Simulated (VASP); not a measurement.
Write the native input for VASP 6.6.1 that does the following.

- Task: single point
- Functional: PBE
- Dispersion: D3(BJ)
- Potentials or basis: VASP PAW PBE potentials, release 64 (Si)
- Cutoff: 520 eV
- k mesh: 9 × 9 × 1
- Occupations: gaussian, width 0.1 eV
- Spin: no spin polarisation
- Dipole correction: yes
- Further INCAR settings: ALGO = Normal; EDIFF = 1e-06; NBANDS = 16

The structure of Si lies in POSCAR:

```
Si
1.0
    3.8472023583      0.0000000000      0.0000000000
   -1.9236011792      3.3317749758      0.0000000000
    0.0000000000      0.0000000000     18.4446971468
Si
4
Direct
    0.3333333333      0.6666666667      0.2695814702
    0.6666666667      0.3333333333      0.2439725610
    0.5000000000      1.3333333333      0.5256089091
    0.8333333333      1.0000000000      0.5000000000
```

This cell differs from its parent crystal: layers slid over each other.

The input as run:

INCAR

```
SYSTEM = Si
PREC = Accurate
ENCUT = 520
EDIFF = 1E-6
ISMEAR = 0
SIGMA = 0.1
LREAL = .FALSE.
LASPH = .TRUE.
NELM = 80
ALGO = Normal
ISIF = 2
LWAVE = .FALSE.
LCHARG = .TRUE.
LDIPOL = .TRUE.
IDIPOL = 3
DIPOL = 0.5 0.5 0.385
GGA = PE
IVDW = 12
LELF = .TRUE.
LVHAR = .TRUE.
LVACPOTAV = .TRUE.
NBANDS = 16
```

KPOINTS

```
regular mesh
0
G
  9 9 1
  0 0 0
```

Potentials or basis: VASP PAW PBE potentials, release 64 (Si).

The run is started by

```console
$ cat potpaw_PBE.64/Si/POTCAR > POTCAR
$ mpirun -np 1 vasp_std > vasp.out
```

Results of the run:

| Quantity | Value |
| --- | --- |
| Largest force | 0.107 eV/Å |
| Band gap on the k mesh | 0.20 eV |
| Dispersion energy per atom | -0.232 eV |

Caveat: the cell differs from its parent crystal (layers slid over each other).

Wall time 7.9 min on 1 thread of Intel(R) Xeon(R) Platinum 8375C CPU @ 2.90GHz (Ice Lake), on a shared host, peak memory 0.4 GiB.
